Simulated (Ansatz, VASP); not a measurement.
# Na in VASP and in Ansatz

```xyz
1
Lattice="-2.1125 2.1125 2.1125 2.1125 -2.1125 2.1125 2.1125 2.1125 -2.1125" Properties=species:S:1:pos:R:3 pbc="T T T"
Na    0.0000    0.0000    0.0000
```

Alike in both runs: task single point; functional r2SCAN; k mesh 15 × 15 × 15; occupations fermi-dirac, width 0.1 eV; no spin polarisation.

|  | VASP | Ansatz |
| --- | --- | --- |
| version | VASP 6.6.1 | Ansatz 0.2.0 |
| potentials or method | VASP PAW PBE potentials, release 64 (Na_pv), cutoff 520 eV | plane waves (500 eV) with PAW, scalar-relativistic |
| valence electrons in the cell | 7 | 9 |

```csv
,VASP,Ansatz,Ansatz less VASP
pressure (GPa),0.1,0.0,-0.09
```

VASP's potentials were made for PBE, not for r2SCAN. VASP's potentials hold 7 valence electrons a cell and Ansatz's 9, so a difference there can come from the potentials and not from the codes.
